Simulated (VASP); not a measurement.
# BaTiO3 (Amm2) in VASP: further runs

The runs below take BaTiO3 through relaxation of cell and atoms, single point, with PBEsol.

Everything below comes from runs of VASP 6.6.1. Logs are shortened: lines on timing, memory, paths and dates and some standing lists are left out, and cuts for length are marked.

**1. The cell of the first run**

The structure is orthorhombic, space group Amm2 (No. 38). The conventional cell has a = 3.986 Å, b = 5.674 Å, c = 5.690 Å, α = 90.00°, β = 90.00°, γ = 90.00°. Ba (site symmetry mm2) has 12 O at 2.77 to 2.92 Å and 8 Ti at 3.42 to 3.53 Å within 3.7 Å. Within 2.6 Å of Ti (site symmetry mm2) lie 6 O at 1.93 to 2.09 Å. O (site symmetry m) has 2 Ti at 1.93 to 2.09 Å within 2.6 Å. O (site symmetry mm2) has 2 Ti at 2.00 Å within 2.6 Å.

**2. Relaxation of cell and atoms, PBEsol, target pressure 30 GPa, at which the enthalpy is minimised**

INCAR

```
SYSTEM = BaTiO3
PREC = Accurate
ENCUT = 600
EDIFF = 1E-6
ISMEAR = -1
SIGMA = 0.05
LREAL = .False.
LASPH = .True.
NELM = 60
ALGO = Normal
ISIF = 3
LWAVE = .False.
LCHARG = .False.
GGA = PS
IBRION = 2
NSW = 60
EDIFFG = -0.01
PSTRESS = 300.0
```

KPOINTS

```
regular mesh
0
Gamma
  7 7 7
  0 0 0
```

POSCAR

```
BaTiO3
1.0
    3.9855000000      0.0000000000      0.0000000000
    0.0000000000      2.8369000000      2.8451500000
    0.0000000000     -2.8369000000      2.8451500000
Ba Ti O
1 1 3
Direct
    0.0000000000      0.0000000000      0.0000000000
    0.5000000000      0.5124000000      0.5124000000
    0.5000000000      0.9918400000      0.5052400000
    0.5000000000      0.5052400000      0.9918400000
    0.0000000000      0.4874000000      0.4874000000
```

Potentials or basis: VASP PAW PBE potentials, release 64 (Ba_sv, Ti_sv, O).

The run is started by

```console
$ cat potpaw_PBE.64/Ba_sv/POTCAR potpaw_PBE.64/Ti_sv/POTCAR potpaw_PBE.64/O/POTCAR > POTCAR
$ mpirun -np 1 vasp_std > vasp.out
```

OUTCAR:

```text
SYSTEM = BaTiO3
   PREC = Accurate
   ENCUT = 600
   EDIFF = 1E-6
   ISMEAR = -1
   LREAL = .False.
   LASPH = .True.
   NELM = 60
   ISIF = 3
   GGA = PS
   IBRION = 2
   NSW = 60
   EDIFFG = -0.01
   PSTRESS = 300.0

 ion  position               nearest neighbor table
   1  0.000  0.000  0.000-   5 2.77   4 2.81   3 2.81   3 2.81   4 2.81   5 2.84   5 2.84   4 2.84
                             3 2.84   3 2.84   4 2.84   5 2.92   2 3.42   2 3.42   2 3.47   2 3.47
   2  0.500  0.512  0.512-   3 1.93   4 1.93   5 2.00   5 2.00   3 2.09   4 2.09   1 3.42   1 3.42
                             1 3.47   1 3.47   1 3.47   1 3.47   1 3.53   1 3.53
   3  0.500  0.992  0.505-   2 1.93   2 2.09   1 2.81   1 2.81   1 2.84   1 2.84
   4  0.500  0.505  0.992-   2 1.93   2 2.09   1 2.81   1 2.81   1 2.84   1 2.84
   5  0.000  0.487  0.487-   2 2.00   2 2.00   1 2.77   1 2.84   1 2.84   1 2.92

  LATTYP: Found a base centered orthorhombic cell.
 ALAT       =     5.6738000000
 B/A-ratio  =     1.0029081039
 C/A-ratio  =     0.7024392823

  Lattice vectors:

 A1 = (   0.0000000000,   2.8369000000,  -2.8451500000)
 A2 = (   0.0000000000,   2.8369000000,   2.8451500000)
 A3 = (   3.9855000000,   0.0000000000,   0.0000000000)

Analysis of symmetry for initial positions (statically):
=====================================================================
 Subroutine PRICEL returns:
 Original cell was already a primitive cell.

 Routine SETGRP: Setting up the symmetry group for a
 base centered orthorhombic supercell.

 Subroutine GETGRP returns: Found  4 space group operations
 (whereof  4 operations were pure point group operations)
 out of a pool of  8 trial point group operations.

The static configuration has the point symmetry C_2v.

Analysis of symmetry for dynamics (positions and initial velocities):
=====================================================================
 Subroutine PRICEL returns:
 Original cell was already a primitive cell.

 Routine SETGRP: Setting up the symmetry group for a
 base centered orthorhombic supercell.

 Subroutine GETGRP returns: Found  4 space group operations
 (whereof  4 operations were pure point group operations)
 out of a pool of  8 trial point group operations.

The dynamic configuration has the point symmetry C_2v.

 Subroutine INISYM returns: Found  4 space group operations
 (whereof  4 operations are pure point group operations),
 and found     1 'primitive' translations

----------------------------------------------------------------------------------------

                                     Primitive cell

  volume of cell :      64.3372

  direct lattice vectors                    reciprocal lattice vectors
     3.985500000  0.000000000  0.000000000     0.250909547  0.000000000  0.000000000
     0.000000000  2.836900000  2.845150000     0.000000000  0.176248722  0.175737659
     0.000000000 -2.836900000  2.845150000     0.000000000 -0.176248722  0.175737659

  length of vectors
     3.985500000  4.017820321  4.017820321     0.250909547  0.248892219  0.248892219

  position of ions in fractional coordinates (direct lattice)
     0.000000000  0.000000000  0.000000000
     0.500000000  0.512400000  0.512400000
     0.500000000  0.991840000  0.505240000
     0.500000000  0.505240000  0.991840000
     0.000000000  0.487400000  0.487400000

  ion indices of the primitive-cell ions
   primitive index   ion index
                 1           1
                 2           2
                 3           3
                 4           4
                 5           5

----------------------------------------------------------------------------------------

 KPOINTS: regular mesh

Automatic generation of k-mesh.
 Grid dimensions read from file:
 generate k-points for:    7    7    7

 Generating k-lattice:

  Cartesian coordinates                     Fractional coordinates (reciprocal lattice)
     0.035844221  0.000000000  0.000000000     0.142857143  0.000000000  0.000000000
     0.000000000  0.025178389  0.025105380     0.000000000  0.142857143  0.000000000
     0.000000000 -0.025178389  0.025105380     0.000000000  0.000000000  0.142857143

  Length of vectors
     0.035844221  0.035556031  0.035556031

  Shift w.r.t. Gamma in fractional coordinates (k-lattice)
     0.000000000  0.000000000  0.000000000

 Subroutine IBZKPT returns following result:
 ===========================================

 Found     64 irreducible k-points:

 Following reciprocal coordinates:
            Coordinates               Weight
  0.000000  0.000000  0.000000      1.000000
  0.142857  0.000000  0.000000      2.000000
  0.285714  0.000000  0.000000      2.000000
  0.428571  0.000000  0.000000      2.000000
  0.000000  0.142857 -0.000000      4.000000
  0.142857  0.142857 -0.000000      8.000000
[... 16 lines left out ...]
  0.285714  0.285714  0.142857      8.000000
  0.428571  0.285714  0.142857      8.000000
 [... further k-points ...]
   k-points           NKPTS =     64   k-points in BZ     NKDIM =     64   number of bands    NBANDS=     24
   number of dos      NEDOS =    301   number of ions     NIONS =      5
   total plane-waves  NPLWV =  32768
   dimension x,y,z NGX =    32 NGY =   32 NGZ =   32
   dimension x,y,z NGXF=    64 NGYF=   64 NGZF=   64
   ions per type =               1   1   3
   NGX,Y,Z   is equivalent  to a cutoff of  13.35, 13.24, 13.24 a.u.
   NGXF,Y,Z  is equivalent  to a cutoff of  26.70, 26.48, 26.48 a.u.
 SYSTEM =  BaTiO3
   PREC   = accura    normal or accurate (medium, high low for compatibility)
   ISTART =      0    job   : 0-new  1-cont  2-samecut
   ICHARG =      2    charge: 1-file 2-atom 10-const
   ISPIN  =      1    spin polarized calculation?
   LNONCOLLINEAR =      F non collinear calculations
   LSORBIT =      F    spin-orbit coupling
   LASPH  =      T    aspherical Exc in radial PAW
   ENCUT  =  600.0 eV  44.10 Ry    6.64 a.u.   7.96  8.02  8.02*2*pi/ulx,y,z
   NELM   =     60;   NELMIN=  2; NELMDL= -5     # of ELM steps
   EDIFF  = 0.1E-05   stopping-criterion for ELM
   LREAL  =      F    real-space projection
   EDIFFG = -.1E-01   stopping-criterion for IOM
   NSW    =     60    number of steps for IOM
   IBRION =      2    ionic relax: 0-MD 1-quasi-New 2-CG
   NFREE  =      1    steps in history (QN), initial steepest desc. (CG)
   ISIF   =      3    stress and relaxation
   ISYM   =      2    0-nonsym 1-usesym 2-fastsym
   POTIM  = 0.5000    time-step for ionic-motion
   TEBEG  =    0.0;   TEEND  =   0.0 temperature during run
   PSTRESS=  300.0 pullay stress
   NELECT =      40.0000    total number of electrons
   NUPDOWN=      -1.0000    fix difference up-down
   EMIN   =  10.00;   EMAX   =-10.00  energy-range for DOS
   EFERMI =   0.00;   METHOD = LEGACY
   ISMEAR =    -1;   SIGMA  =   0.05  broadening in eV -4-tet -1-fermi 0-gaus
   EFERMI_NEDOS =   21; number of points for ismear=-14 and -15
   IALGO  =     38    algorithm
   IMIX   =      4    mixing-type and parameters
     AMIX     =   0.40;   BMIX     =  1.00
     AMIX_MAG =   1.60;   BMIX_MAG =  1.00
  volume/ion in A,a.u.               =      12.87        86.83
  Fermi-wavevector in a.u.,A,eV,Ry     =   1.397250  2.640420 26.562762  1.952308
  Thomas-Fermi vector in A             =   2.520525
   LORBIT       =      0    0 simple, 1 ext, 2 COOP (PROOUT), +10 PAW based schemes
   GGA     = PS    functional components
   LHFCALC =     F    Hartree Fock is set to
   AEXX    =    0.0000 exact exchange contribution
   IVDW    =     0    specifies the selected vdW correction
   LEPSILON=     F    determine dielectric tensor
   LRPA    =     F    only Hartree local field effects (RPA)
 conjugate gradient relaxation of ions
 non-spin polarized calculation
  energy-cutoff  :      600.00
  volume of cell :       64.34
 maximum number of plane-waves:      2177
 NGX is ok and might be reduce to    32
   NGX = 15   NGY = 17   NGZ = 17

--------------------------------------- Ionic step        1  -------------------------------------------

 number of electron      39.9999992 magnetization

 Free energy of the ion-electron system (eV)
  ---------------------------------------------------
  ext. energy  EPLUGINS =         0.00000000
  ---------------------------------------------------
  free energy    TOTEN  =       -41.98269976 eV

  energy without entropy =      -41.98269976  energy(sigma->0) =      -41.98269976

------------------------ aborting loop because EDIFF is reached ----------------------------------------

  FORCE on cell =-STRESS in cart. coord.  units (eV):
  Direction    XX          YY          ZZ          XY          YZ          ZX
  --------------------------------------------------------------------------------------
  -------------------------------------------------------------------------------------
  Total       -0.8724799     -0.8153122     -1.0674535      0.0000000      0.0000000      0.0000000
  in kB      -21.7272130    -20.3035743    -26.5826063      0.0000000      0.0000000      0.0000000
  external PRESSURE =    -322.8711312 kB  Pullay stress =     300.0000000 kB
[... 106 lines left out ...]
  energy  without entropy=      -41.4781128249  energy(sigma->0) =      -41.47811282

  enthalpy is  TOTEN    =       -30.8813950810 eV   P V=       10.5967177439

[... ionic steps 4 to 16 ...]

--------------------------------------- Ionic step       17  -------------------------------------------

 number of electron      40.0000015 magnetization

------------------------ aborting loop because EDIFF is reached ----------------------------------------
[... 77 lines left out ...]
--------------------------------------- Ionic step       19  -------------------------------------------

 number of electron      40.0000015 magnetization

 Free energy of the ion-electron system (eV)
  ---------------------------------------------------
  ext. energy  EPLUGINS =         0.00000000
  ---------------------------------------------------
  free energy    TOTEN  =       -41.36308722 eV

  energy without entropy =      -41.36308722  energy(sigma->0) =      -41.36308722

 E-fermi :   5.8401     XC(G=0): -12.2754

 val. band max:        4.8835252933   @ k =   0.0000   0.0000   0.0000
 cond. band min:       6.8034970526   @ k =   0.0000   0.0000   0.0000
 fundamental gap:      1.9199717592
 Fermi energy:         5.8400786239

 k-point     1 :       0.0000    0.0000    0.0000
  band No.  band energies     occupation
      1     -50.8970      2.00000
      2     -27.3222      2.00000
      3     -27.3222      2.00000
      4     -27.3222      2.00000
      5     -19.6860      2.00000
      6     -12.2271      2.00000
[... 637 lines left out ...]
     23       9.2451      0.00000
     24      11.4264      0.00000

 [... further k-points ...]
[... 5 lines left out ...]
  --------------------------------------------------------------------------------------
  -------------------------------------------------------------------------------------
  Total       10.4408586     10.4463840     10.4478453      0.0000000      0.0000000      0.0000000
  in kB      300.4047246    300.5637010    300.6057470      0.0000000      0.0000000      0.0000000
  external PRESSURE =       0.5247242 kB  Pullay stress =     300.0000000 kB
[... 24 lines left out ...]
  energy  without entropy=      -41.3630872203  energy(sigma->0) =      -41.36308722

  enthalpy is  TOTEN    =       -30.9362952151 eV   P V=       10.4267920055

 reached required accuracy - stopping structural energy minimisation
```

It took 25 min on 1 thread of Intel Xeon 8259CL, shared host; peak memory 0.29 GiB.

Results:

* Free energy: -41.3631 eV
* Relaxed volume: 11.14 Å³/atom
* Relaxed cell: a = 3.819 Å, b = 3.819 Å, c = 3.819 Å, α = 90.00°, β = 90.00°, γ = 90.00°
* Space group after relaxing (to 0.1 Å): Pm-3m (No. 221)
* Energy change on relaxing (the run minimises the enthalpy): +123.9 meV/atom
* Ionic steps: 19
* Pressure after relaxing: 30.1 GPa
* Largest force after relaxing: 0.010 eV/Å
* Band gap on the k mesh: 1.92 eV

Forces in eV/Å, atoms in the order of the input:
```
Ba   0.000  0.000 -0.005
Ti   0.000  0.000 -0.003
O    0.000 -0.010  0.001
O    0.000  0.010  0.001
O    0.000  0.000  0.007
```

Step by step:
| step | energy change (eV) | largest force (eV/Å) | pressure (GPa) | volume (Å³) |
| --- | --- | --- | --- | --- |
| 1 | 0.0000 | 0.2792 | -2.29 | 64.34 |
| 2 | 7.3502 | 3.2812 | 163.38 | 43.09 |
| 3 | 0.5046 | 0.5875 | 26.41 | 56.59 |
| 4 | 0.5898 | 0.6508 | 29.01 | 56.10 |
| 5 | 0.6208 | 0.6730 | 29.90 | 55.93 |
| 6 | 0.6409 | 0.2853 | 30.41 | 55.65 |
| 7 | 0.6515 | 0.3310 | 30.65 | 55.59 |
| 8 | 0.5921 | 0.2572 | 29.09 | 55.87 |
| 9 | 0.5644 | 0.2168 | 28.33 | 56.01 |
| 10 | 0.6037 | 0.1326 | 29.52 | 55.78 |
| 11 | 0.6292 | 0.0811 | 30.29 | 55.64 |
| 12 | 0.6248 | 0.0457 | 30.22 | 55.66 |
| 13 | 0.6199 | 0.0333 | 30.07 | 55.68 |
| 14 | 0.6152 | 0.0244 | 29.96 | 55.71 |
| 15 | 0.6108 | 0.0156 | 29.84 | 55.73 |
| 16 | 0.6158 | 0.0118 | 29.92 | 55.71 |
| 17 | 0.6191 | 0.0171 | 30.02 | 55.69 |
| 18 | 0.6182 | 0.0154 | 29.99 | 55.69 |
| 19 | 0.6196 | 0.0098 | 30.05 | 55.69 |

Final structure:
```cif
data_structure
_symmetry_space_group_name_H-M 'P 1'
_symmetry_Int_Tables_number 1
_cell_length_a 3.8187
_cell_length_b 3.8187
_cell_length_c 3.8187
_cell_angle_alpha 90.000
_cell_angle_beta 90.000
_cell_angle_gamma 90.000
_cell_volume 55.69
loop_
_atom_site_label
_atom_site_type_symbol
_atom_site_fract_x
_atom_site_fract_y
_atom_site_fract_z
_atom_site_occupancy
Ba1 Ba 0.00000 0.99949 0.99949 1
Ti1 Ti 0.50000 0.49965 0.49965 1
O1 O 0.50000 0.99941 0.49911 1
O2 O 0.50000 0.49911 0.99941 1
O3 O 0.00000 0.49923 0.49923 1
```

Caveat: the cell is relaxed towards a set pressure, so the run minimises the enthalpy, not the energy; the PAW data sets were made with another functional, which shifts forces and pressure a little; spin-orbit coupling is left out, which moves the levels of the heavy elements. A k mesh can miss the band edges.

**3. Single point, PBEsol, non-collinear spin, zero start, spin-orbit coupling**

INCAR

```
SYSTEM = BaTiO3
PREC = Accurate ; ENCUT = 520
EDIFF = 1E-6 ; ISMEAR = -1
SIGMA = 0.05 ; LREAL = .False.
LASPH = .True. ; NELM = 150
ALGO = Normal ; ISIF = 2
LWAVE = .False. ; LCHARG = .False.
LNONCOLLINEAR = .True. ; MAGMOM = 0 0 0 0 0 0 0 0 0 0 0 0 0 0 0
LORBIT = 11 ; LSORBIT = .True.
GGA_COMPAT = .False. ; LORBMOM = .True.
LMAXMIX = 4 ; GGA = PS
NBANDS = 55
```

KPOINTS

```
Automatic mesh
0
Gamma
  7 7 7
  0 0 0
```

POSCAR is that of step 2.

Potentials or basis: VASP PAW PBE potentials, release 64 (Ba_sv, Ti_sv, O).

The run is started by

```console
$ cat potpaw_PBE.64/Ba_sv/POTCAR potpaw_PBE.64/Ti_sv/POTCAR potpaw_PBE.64/O/POTCAR > POTCAR
$ mpirun -np 1 vasp_ncl > vasp.out
```

It took 12 min on 1 thread of Oxide Virtual Turin-like, shared host; peak memory 0.63 GiB.

It converged, with:

```
Free energy                                           : -42.1755 eV
Pressure                                              : -2.1 GPa
Largest force                                         : 0.277 eV/Å
Net moment                                            : 0.00 μB per cell
Valence electrons inside the program's atomic spheres : Ba 7.97; Ti 10.22; O 5.00
```

Forces on the atoms (eV/Å):
```
Ba   0.000  0.000  0.154
Ti   0.000  0.000  0.179
O    0.000 -0.009 -0.277
O    0.000  0.009 -0.277
O    0.000  0.000  0.220
```

Stress tensor (GPa, compression positive):
```
-2.00  0.00  0.00
 0.00 -1.85  0.00
 0.00  0.00 -2.48
```

Moments on the atoms (μB; x, y, z):
```
Ba  0.00 0.00 0.00
Ti  0.00 0.00 0.00
O   0.00 0.00 0.00
O   0.00 0.00 0.00
O   0.00 0.00 0.00
```

Caveat: the PAW data sets were made with another functional, which shifts forces and pressure a little.
